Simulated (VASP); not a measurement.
# C (P6/mmm) in VASP: single point with PBE

Aim: the single point of C with PBE.

Everything below comes from runs of VASP 6.6.1. Logs are shortened: lines on timing, memory, paths and dates and some standing lists are left out, and cuts for length are marked.

## Step 1: The cell of the first run

Symmetry: P6/mmm, No. 191, hexagonal system. The conventional cell has a = 6.041 Å, b = 6.041 Å, c = 1.285 Å, α = 90.00°, β = 90.00°, γ = 120.00°. Within 1.7 Å of C (site symmetry 6/mmm) lie 2 C at 1.28 Å. C (site symmetry -6m2) has 2 C at 1.28 Å within 1.7 Å.

## Step 2: Single point, PBE (13.53 Å³/atom)

Contents of POSCAR:

```
C
1.0
    6.0407509384      0.0000000000      0.0000000000
   -3.0203754692      5.2314437706      0.0000000000
    0.0000000000      0.0000000000      1.2847061718
C
3
Direct
    0.0000000000      0.0000000000      0.0000000000
    0.3333333333      0.6666666667      0.5000000000
    0.6666666667      0.3333333333      0.5000000000
```

Contents of INCAR.step1:

```
PREC = Accurate
ENCUT = 520
EDIFF = 1E-6
ISMEAR = -1
SIGMA = 0.05
LREAL = F
LASPH = T
NELM = 100
ALGO = Normal
ISIF = 2
LWAVE = F
LCHARG = T
GGA = PE
NBANDS = 13
```

Contents of KPOINTS.step1:

```
regular mesh
0
Gamma
  12 12 16
```

Contents of INCAR.step2:

```
PREC = Accurate
ENCUT = 520
EDIFF = 1E-6
ISMEAR = -5
SIGMA = 0.05
LREAL = F
LASPH = T
NELM = 100
ALGO = Normal
ISIF = 2
LWAVE = F
LCHARG = F
GGA = PE
LORBIT = 11
NBANDS = 13
NEDOS = 1001
ICHARG = 11
```

Contents of KPOINTS.step2:

```
regular mesh
0
Gamma
  18 18 24
```

Potentials or basis: VASP PAW PBE potentials, release 64 (C).

Run with:

```bash
cat potpaw_PBE.64/C/POTCAR > POTCAR
cp INCAR.step1 INCAR
cp KPOINTS.step1 KPOINTS
mpirun -np 1 vasp_std > vasp.out
cp INCAR.step2 INCAR
cp KPOINTS.step2 KPOINTS
mpirun -np 1 vasp_std > vasp.out
```

OUTCAR:

```text
PREC = Accurate
   ENCUT = 520
   EDIFF = 1E-6
   ISMEAR = -5
   LREAL = F
   LASPH = T
   NELM = 100
   ISIF = 2
   GGA = PE
   LORBIT = 11
   ICHARG = 11

 ion  position               nearest neighbor table
   1  0.000  0.000  0.000-
   2  0.333  0.667  0.500-
   3  0.667  0.333  0.500-

  LATTYP: Found a hexagonal cell.
 ALAT       =     6.0407509384
 C/A-ratio  =     0.2126732562

  Lattice vectors:

 A1 = (   6.0407509384,   0.0000000000,   0.0000000000)
 A2 = (  -3.0203754692,   5.2314437706,   0.0000000000)
 A3 = (   0.0000000000,   0.0000000000,   1.2847061718)

Analysis of symmetry for initial positions (statically):
=====================================================================
 Subroutine PRICEL returns:
 Original cell was already a primitive cell.

 Routine SETGRP: Setting up the symmetry group for a
 hexagonal supercell.

 Subroutine GETGRP returns: Found 24 space group operations
 (whereof 24 operations were pure point group operations)
 out of a pool of 24 trial point group operations.

The static configuration has the point symmetry D_6h.

Analysis of symmetry for dynamics (positions and initial velocities):
=====================================================================
 Subroutine PRICEL returns:
 Original cell was already a primitive cell.

 Routine SETGRP: Setting up the symmetry group for a
 hexagonal supercell.

 Subroutine GETGRP returns: Found 24 space group operations
 (whereof 24 operations were pure point group operations)
 out of a pool of 24 trial point group operations.

The dynamic configuration has the point symmetry D_6h.

 Subroutine INISYM returns: Found 24 space group operations
 (whereof 24 operations are pure point group operations),
 and found     1 'primitive' translations

----------------------------------------------------------------------------------------

                                     Primitive cell

  volume of cell :      40.5991

  direct lattice vectors                    reciprocal lattice vectors
     6.040750938  0.000000000  0.000000000     0.165542332  0.095575910  0.000000000
    -3.020375469  5.231443771  0.000000000     0.000000000  0.191151820  0.000000000
     0.000000000  0.000000000  1.284706172     0.000000000  0.000000000  0.778388103

[... 102 lines left out ...]
   ISMEAR =    -5;   SIGMA  =   0.05  broadening in eV -4-tet -1-fermi 0-gaus
   EFERMI_NEDOS =   21; number of points for ismear=-14 and -15
   IALGO  =     38    algorithm
   IMIX   =      4    mixing-type and parameters
     AMIX     =   0.40;   BMIX     =  1.00
     AMIX_MAG =   1.60;   BMIX_MAG =  1.00
  volume/ion in A,a.u.               =      13.53        91.33
  Fermi-wavevector in a.u.,A,eV,Ry     =   1.090510  2.060766 16.180224  1.189213
  Thomas-Fermi vector in A             =   2.226736
   LORBIT       =     11    0 simple, 1 ext, 2 COOP (PROOUT), +10 PAW based schemes
   GGA     = PE    functional components
   LHFCALC =     F    Hartree Fock is set to
   AEXX    =    0.0000 exact exchange contribution
   IVDW    =     0    specifies the selected vdW correction
   LEPSILON=     F    determine dielectric tensor
   LRPA    =     F    only Hartree local field effects (RPA)
 non-spin polarized calculation
 Fermi weights with tetrahedron method with Bloechl corrections
  energy-cutoff  :      520.00
  volume of cell :       40.60
 maximum number of plane-waves:      1139
 NGX is ok and might be reduce to    48

 number of electron      11.9999996 magnetization

 Free energy of the ion-electron system (eV)
  ---------------------------------------------------
  ext. energy  EPLUGINS =         0.00000000
  ---------------------------------------------------
  free energy    TOTEN  =       -24.69020127 eV

  energy without entropy =      -24.69020127  energy(sigma->0) =      -24.69020127

 E-fermi :   0.7590     XC(G=0):  -8.4345

 val. band max:        0.7515558501   @ k =   0.3889  -0.0000   0.2500
 cond. band min:       0.7984249590   @ k =   0.2222  -0.0000   0.2500
 fundamental gap:      0.0468691089
 Fermi energy:         0.7590017110

 k-point     1 :       0.0000    0.0000    0.0000
  band No.  band energies     occupation
      1     -15.8321      2.00000
      2     -15.3604      2.00000
      3     -15.3602      2.00000
      4      -4.9949      2.00000
      5      -4.9949      2.00000
      6      -4.9948      2.00000
      7      -4.9948      2.00000
      8      -3.7002      2.00000
      9      -3.7002      2.00000
     10       5.8161      0.00000
     11      10.2736      0.00000
     12      10.2736      0.00000
     13      10.2737      0.00000
[... 354 lines left out ...]
  band No.  band energies     occupation
      1     -15.6150      2.00000
      2     -15.5325      2.00000
      3     -15.4268      2.00000
      4      -5.4669      2.00000
      5      -4.9906      2.00000
      6      -4.7117      2.00000
      7      -4.1092      2.00000
      8      -4.0883      2.00000
      9      -3.9622      2.00000
     10       7.6839      0.00000
     11       8.1562      0.00000
     12       8.3472      0.00000
     13      10.3250      0.00000

 [... further k-points ...]

------------------------ aborting loop because EDIFF is reached ----------------------------------------

  FORCE on cell =-STRESS in cart. coord.  units (eV):
  Direction    XX          YY          ZZ          XY          YZ          ZX
  --------------------------------------------------------------------------------------
  -------------------------------------------------------------------------------------
  Total        0.9107111      0.9107111     -0.9888561      0.0000000      0.0000000      0.0000000
  in kB       35.9397399     35.9397399    -39.0236024      0.0000000      0.0000000      0.0000000
  external PRESSURE =      10.9519591 kB  Pullay stress =       0.0000000 kB

 VOLUME and BASIS-vectors are now :
 -----------------------------------------------------------------------------
  energy-cutoff  :      520.00
  volume of cell :       40.60
      direct lattice vectors                 reciprocal lattice vectors
     6.040750938  0.000000000  0.000000000     0.165542332  0.095575910  0.000000000
    -3.020375469  5.231443771  0.000000000     0.000000000  0.191151820  0.000000000
     0.000000000  0.000000000  1.284706172     0.000000000  0.000000000  0.778388103

 POSITION                                       TOTAL-FORCE (eV/Angst)
 -----------------------------------------------------------------------------------
      0.00000      0.00000      0.00000         0.000000      0.000000      0.000000
     -0.00000      3.48763      0.64235         0.000000      0.000000      0.000000
      3.02038      1.74381      0.64235        -0.000000     -0.000000      0.000000
 -----------------------------------------------------------------------------------
    total drift:                               -0.000000      0.000000      0.000000

  FREE ENERGIE OF THE ION-ELECTRON SYSTEM (eV)
  ---------------------------------------------------
  free  energy   TOTEN  =       -24.6902012654 eV

  energy  without entropy=      -24.6902012654  energy(sigma->0) =      -24.69020127

 total charge

# of ion       s       p       d       tot
------------------------------------------
    1        0.891   1.788   0.000   2.679
    2        0.891   1.788   0.000   2.679
    3        0.891   1.788   0.000   2.679
--------------------------------------------------
tot          2.672   5.364   0.000   8.036
```

It took 4.2 min on 1 thread of Intel Xeon 8259CL, shared host; peak memory 0.3 GiB.

Results:

| Item | Value |
| --- | --- |
| Valence electrons inside the program's atomic spheres | C 2.68 |

Levels at points of the mesh, in eV from the Fermi level:
```
           k point  band 3  band 4  band 5  band 6  band 7  band 8  band 9  band 10
(0.00, 0.00, 0.00)  -16.12   -5.75   -5.75   -5.75   -5.75   -4.46   -4.46     5.06
(0.50, 0.00, 0.00)  -16.17   -6.28   -5.57   -5.57   -4.84   -4.82   -4.81     7.29
(0.00, 0.00, 0.50)   -9.04    8.22    8.46    8.71   10.91   10.91   11.06    11.06
(0.50, 0.00, 0.50)   -9.05    8.37    8.46    8.53   10.86   11.00   11.06    11.06
```
